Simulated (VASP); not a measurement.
# SrO (R-3m) in VASP: relaxation of shape and atoms at fixed volume with PBE

Aim: the relaxation of shape and atoms at fixed volume of SrO with PBE.

All numbers are computed with VASP 6.6.1; they aren't measurements. Logs are shortened: lines on timing, memory, paths and dates and some standing lists are left out, and cuts for length are marked.

### 1 The cell of the first run

Symmetry: R-3m, No. 166, trigonal system. The conventional cell has a = 3.686 Å, b = 3.686 Å, c = 28.509 Å, α = 90.00°, β = 90.00°, γ = 120.00°. Within 3.5 Å of Sr (site symmetry -3m) lie 6 O at 2.67 Å and 2 Sr at 3.21 Å. Within 3.5 Å of Sr (site symmetry 3m) lie 6 O at 2.63 to 2.66 Å and 1 Sr at 3.21 Å. Within 3.5 Å of O (site symmetry -3m) lie 6 Sr at 2.63 Å. Within 3.5 Å of O (site symmetry 3m) lie 6 Sr at 2.66 to 2.67 Å.

### 2 Relaxation of shape and atoms at fixed volume, PBE (18.64 Å³/atom)

File INCAR:

```
ALGO = Normal ; EDIFF = 1E-6
EDIFFG = -0.01 ; ENCUT = 600
GGA = PE ; IBRION = 2
ISIF = 4 ; ISMEAR = 0
LASPH = T ; LCHARG = F
LREAL = F ; LWAVE = F
NELM = 60 ; NSW = 50
PREC = Accurate ; SIGMA = 0.02
```

File KPOINTS:

```
k-points
0
Gamma
  6 6 6
```

File POSCAR:

```
SrO
1.0
    1.8430935369      1.0641105496      9.5030113619
   -1.8430935369      1.0641105496      9.5030113619
    0.0000000000     -2.1282210993      9.5030113619
Sr O
3 3
Direct
    0.5000000000      0.5000000000      0.5000000000
    0.6124733411      0.6124733411      0.6124733411
    0.3875266589      0.3875266589      0.3875266589
    0.0000000000      0.0000000000      0.0000000000
    0.7770341535      0.7770341535      0.7770341535
    0.2229658465      0.2229658465      0.2229658465
```

Potentials or basis: VASP PAW PBE potentials, release 64 (Sr_sv, O).

Run with:

```sh
cat potpaw_PBE.64/Sr_sv/POTCAR potpaw_PBE.64/O/POTCAR > POTCAR
mpirun -np 1 vasp_std > vasp.out
```

OUTCAR:

```text
EDIFF = 1E-6
   EDIFFG = -0.01
   ENCUT = 600
   GGA = PE
   IBRION = 2
   ISIF = 4
   ISMEAR = 0
   LASPH = T
   LREAL = F
   NELM = 60
   NSW = 50
   PREC = Accurate

 ion  position               nearest neighbor table
   1  0.500  0.500  0.500-   6 2.67   5 2.67   6 2.67   6 2.67   5 2.67   5 2.67   3 3.21   2 3.21
                             3 4.89   2 4.89   3 4.89   2 4.89   3 4.89   2 4.89   2 4.89   3 4.89
   2  0.612  0.612  0.612-   4 2.63   4 2.63   4 2.63   6 2.66   6 2.66   6 2.66   1 3.21   3 3.75
                             3 3.75   3 3.75   1 4.89   1 4.89   1 4.89   1 4.89   1 4.89   1 4.89
   3  0.388  0.388  0.388-   4 2.63   4 2.63   4 2.63   5 2.66   5 2.66   5 2.66   1 3.21   2 3.75
                             2 3.75   2 3.75   1 4.89   1 4.89   1 4.89   1 4.89   1 4.89   1 4.89
   4  0.000  0.000  0.000-   2 2.63   3 2.63   2 2.63   2 2.63   3 2.63   3 2.63
   5  0.777  0.777  0.777-   3 2.66   3 2.66   3 2.66   1 2.67   1 2.67   1 2.67
   6  0.223  0.223  0.223-   2 2.66   2 2.66   2 2.66   1 2.67   1 2.67   1 2.67

  LATTYP: Found a trigonal (rhomboedric) cell.
 ALAT       =     9.7384059266
 COS(alpha) =     0.9283610847

  Lattice vectors:

 A1 = (   1.8430935369,   1.0641105496,   9.5030113619)
 A2 = (  -1.8430935369,   1.0641105496,   9.5030113619)
 A3 = (   0.0000000000,  -2.1282210993,   9.5030113619)

Analysis of symmetry for initial positions (statically):
=====================================================================
 Subroutine PRICEL returns:
 Original cell was already a primitive cell.

 Routine SETGRP: Setting up the symmetry group for a
 trigonal (rhombohedral) supercell.

 Subroutine GETGRP returns: Found 12 space group operations
 (whereof 12 operations were pure point group operations)
 out of a pool of 12 trial point group operations.

The static configuration has the point symmetry D_3d.

Analysis of symmetry for dynamics (positions and initial velocities):
=====================================================================
 Subroutine PRICEL returns:
 Original cell was already a primitive cell.

 Routine SETGRP: Setting up the symmetry group for a
 trigonal (rhombohedral) supercell.

 Subroutine GETGRP returns: Found 12 space group operations
 (whereof 12 operations were pure point group operations)
 out of a pool of 12 trial point group operations.

The dynamic configuration has the point symmetry D_3d.

[... 167 lines left out ...]

 VOLUME and BASIS-vectors are now :
 -----------------------------------------------------------------------------
  energy-cutoff  :      600.00
  volume of cell :      111.83
      direct lattice vectors                 reciprocal lattice vectors
     1.843093537  1.064110550  9.503011362     0.271283030  0.156625331  0.035076601
    -1.843093537  1.064110550  9.503011362    -0.271283030  0.156625331  0.035076601
     0.000000000 -2.128221099  9.503011362     0.000000000 -0.313250661  0.035076601

 POSITION                                       TOTAL-FORCE (eV/Angst)
 -----------------------------------------------------------------------------------
      0.00000     -0.00000     14.25452         0.000000      0.000000      0.000000
      0.00000     -0.00000     17.46102         0.000000     -0.000000      0.024157
      0.00000     -0.00000     11.04801         0.000000      0.000000     -0.024157
      0.00000      0.00000      0.00000         0.000000      0.000000      0.000000
      0.00000     -0.00000     22.15249         0.000000     -0.000000      0.000537
      0.00000     -0.00000      6.35654         0.000000      0.000000     -0.000537
 -----------------------------------------------------------------------------------
    total drift:                                0.000000      0.000000     -0.000000

  FREE ENERGIE OF THE ION-ELECTRON SYSTEM (eV)
  ---------------------------------------------------
  free  energy   TOTEN  =       -35.4817169620 eV

  energy  without entropy=      -35.4817169620  energy(sigma->0) =      -35.48171696

--------------------------------------- Ionic step        2  -------------------------------------------

 number of electron      48.0000005 magnetization

 Free energy of the ion-electron system (eV)
  ---------------------------------------------------
  ext. energy  EPLUGINS =         0.00000000
  ---------------------------------------------------
  free energy    TOTEN  =       -35.48176378 eV

  energy without entropy =      -35.48176378  energy(sigma->0) =      -35.48176378

 E-fermi :   1.5294     XC(G=0):  -9.5896

 val. band max:        1.3583729819   @ k =   0.0000   0.0000   0.0000
 cond. band min:       4.6004505948   @ k =   0.0000   0.0000   0.0000
 fundamental gap:      3.2420776129
 Fermi energy:         1.5293677141

 k-point     1 :       0.0000    0.0000    0.0000
  band No.  band energies     occupation
      1     -31.6877      2.00000
      2     -31.5702      2.00000
      3     -31.5640      2.00000
      4     -15.1288      2.00000
      5     -15.0836      2.00000
      6     -13.6923      2.00000
[... 733 lines left out ...]
     27       7.2071      0.00000
     28       7.4905      0.00000

 [... further k-points ...]
[... 5 lines left out ...]
  --------------------------------------------------------------------------------------
  -------------------------------------------------------------------------------------
  Total       -2.6950765     -2.6950765     -2.7090482      0.0000000      0.0000000      0.0000000
  in kB      -38.6131337    -38.6131337    -38.8133107      0.0000000      0.0000000      0.0000000
  external PRESSURE =     -38.6798593 kB  Pullay stress =       0.0000000 kB

 VOLUME and BASIS-vectors are now :
 -----------------------------------------------------------------------------
  energy-cutoff  :      600.00
  volume of cell :      111.83
      direct lattice vectors                 reciprocal lattice vectors
     1.843330334  1.064247265  9.500569972     0.271248181  0.156605210  0.035085614
    -1.843330334  1.064247265  9.500569972    -0.271248181  0.156605210  0.035085614
     0.000000000 -2.128494529  9.500569972     0.000000000 -0.313210421  0.035085614

 POSITION                                       TOTAL-FORCE (eV/Angst)
 -----------------------------------------------------------------------------------
      0.00000     -0.00000     14.25085         0.000000     -0.000000     -0.000000
      0.00000     -0.00000     17.45770         0.000000     -0.000000      0.008990
      0.00000     -0.00000     11.04401         0.000000      0.000000     -0.008990
      0.00000     -2.12849      9.50057        -0.000000     -0.000000     -0.000000
      0.00000     -0.00000     22.14683         0.000000      0.000000     -0.004816
      0.00000     -0.00000      6.35488         0.000000     -0.000000      0.004816
 -----------------------------------------------------------------------------------
    total drift:                               -0.000000     -0.000000      0.000000

  FREE ENERGIE OF THE ION-ELECTRON SYSTEM (eV)
  ---------------------------------------------------
  free  energy   TOTEN  =       -35.4817637780 eV

  energy  without entropy=      -35.4817637780  energy(sigma->0) =      -35.48176378

 reached required accuracy - stopping structural energy minimisation
```

CONTCAR:

```text
SrO
   1.00000000000000
     1.8433303343492418    1.0642472646734111    9.5005699716793348
    -1.8433303343492418    1.0642472646734111    9.5005699716793348
     0.0000000000000000   -2.1284945294446342    9.5005699716790897
  Sr              O
     3     3
Direct
     0.5000000000000000    0.5000000000000000    0.5000000000000000
     0.6125142189944365    0.6125142189944365    0.6125142189944365
     0.3874857810055635    0.3874857810055635    0.3874857810055635
     0.0000000000000000    0.0000000000000000    1.0000000000000000
     0.7770350627451901    0.7770350627451901    0.7770350627451901
     0.2229649372548099    0.2229649372548099    0.2229649372548099

  0.00000000E+00  0.00000000E+00  0.00000000E+00
  0.00000000E+00  0.00000000E+00  0.00000000E+00
  0.00000000E+00  0.00000000E+00  0.00000000E+00
  0.00000000E+00  0.00000000E+00  0.00000000E+00
  0.00000000E+00  0.00000000E+00  0.00000000E+00
  0.00000000E+00  0.00000000E+00  0.00000000E+00
```

Run time: 36 min. Hardware: 1 thread of AMD EPYC 7R13, shared host; peak memory 1 GiB.

Results:

```yaml
Free_energy: -35.4818 eV
Energy_gained_by_relaxing: 0.0 meV/atom
Ionic_steps: 2
Pressure_after_relaxing: -3.9 GPa
Largest_force_after_relaxing: 0.009 eV/Å
Band_gap_on_the_k_mesh: 3.24 eV
```

Forces in eV/Å, atoms in the order of the input:
```
Sr   0.000  0.000  0.000
Sr   0.000  0.000  0.009
Sr   0.000  0.000 -0.009
O    0.000  0.000  0.000
O    0.000  0.000 -0.005
O    0.000  0.000  0.005
```

Final structure:
```yaml
crystal:
  lattice:
    - [1.84333, 1.06425, 9.50057]
    - [-1.84333, 1.06425, 9.50057]
    - [0.00000, -2.12849, 9.50057]
  atoms:
    - { symbol: Sr, position: [0.50000, 0.50000, 0.50000] }
    - { symbol: Sr, position: [0.61251, 0.61251, 0.61251] }
    - { symbol: Sr, position: [0.38749, 0.38749, 0.38749] }
    - { symbol: O, position: [0.00000, 0.00000, 0.00000] }
    - { symbol: O, position: [0.77704, 0.77704, 0.77704] }
    - { symbol: O, position: [0.22296, 0.22296, 0.22296] }
```

A k mesh can miss the band edges.
